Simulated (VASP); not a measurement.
Set up this calculation in VASP 6.6.1, as the native input.

- Task: single point
- Functional: PBE
- Potentials or basis: VASP PAW PBE potentials, release 64 (Cs_sv, Sn_d, I)
- Cutoff: 520 eV
- k mesh: 4 × 4 × 4
- Occupations: fermi-dirac, width 0.02 eV
- Spin: no spin polarisation
- Dipole correction: no
- Further INCAR settings: ALGO = Normal; EDIFF = 1e-06; NBANDS = 30

The structure of CsSnI3 lies in POSCAR:

```
CsSnI3
1.0
    6.1166608907      0.0000000000      0.0000000000
    0.0000000000      6.1166608907      0.0000000000
    0.0000000000      0.0000000000      6.2753435978
Cs Sn I
1 1 3
Direct
    0.0000000000      0.0000000000      0.0000000000
    0.5000000000      0.5000000000      0.5000000000
    0.5000000000      0.5000000000      0.0000000000
    0.5000000000      0.0000000000      0.5000000000
    0.0000000000      0.5000000000      0.5000000000
```

This cell differs from its parent crystal: epitaxial xy strain -2.0%.

These files were run (other wordings do the same):

INCAR

```
SYSTEM = CsSnI3
PREC = Accurate
ENCUT = 520
EDIFF = 1E-6
ISMEAR = -1
SIGMA = 0.02
LREAL = .False.
LASPH = .True.
NELM = 80
ALGO = Normal
ISIF = 2
LWAVE = .False.
LCHARG = .True.
GGA = PE
LELF = .True.
LVHAR = .True.
NBANDS = 30
```

KPOINTS

```
Automatic mesh
0
Gamma
  4 4 4
  0 0 0
```

Potentials or basis: VASP PAW PBE potentials, release 64 (Cs_sv, Sn_d, I).

Run with:

```sh
$ cat potpaw_PBE.64/Cs_sv/POTCAR potpaw_PBE.64/Sn_d/POTCAR potpaw_PBE.64/I/POTCAR > POTCAR
$ mpirun -np 1 vasp_std > vasp.out
```

Results of the run:

The pressure is 1.2 GPa and the band gap on the k mesh is 0.10 eV, direct.

Caveat: the cell differs from its parent crystal (epitaxial xy strain -2.0%); spin-orbit coupling is left out, which moves the levels of the heavy elements.

Wall time 100 s on 1 thread of AMD EPYC 7R43 64-Core Processor (Zen 3) (shared host), peak memory 0.36 GiB.
